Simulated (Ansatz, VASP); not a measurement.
# Two plane-wave programs on K

```
K
1.0
     4.17814    0.00000    0.00000
     0.00000    4.17814    0.00000
     0.00000    0.00000    4.17814
K
1
Direct
  0.00000 0.00000 0.00000
```

Alike in both runs: task single point; functional PBE; k mesh 12 × 12 × 12; occupations fermi-dirac, width 0.1 eV; no spin polarisation.

|  | VASP | Ansatz |
| --- | --- | --- |
| version | VASP 6.6.1 | Ansatz 0.2.0 |
| potentials or method | VASP PAW PBE potentials, release 64 (K_sv), cutoff 520 eV | plane waves (420 eV) with PAW, scalar-relativistic |
| valence electrons in the cell | 9 | 9 |

```csv
,VASP,Ansatz,Ansatz less VASP
pressure (GPa),0.3,0.3,+0.01
```

The functional is the same, so the differences come from potentials, cutoffs and numerics.
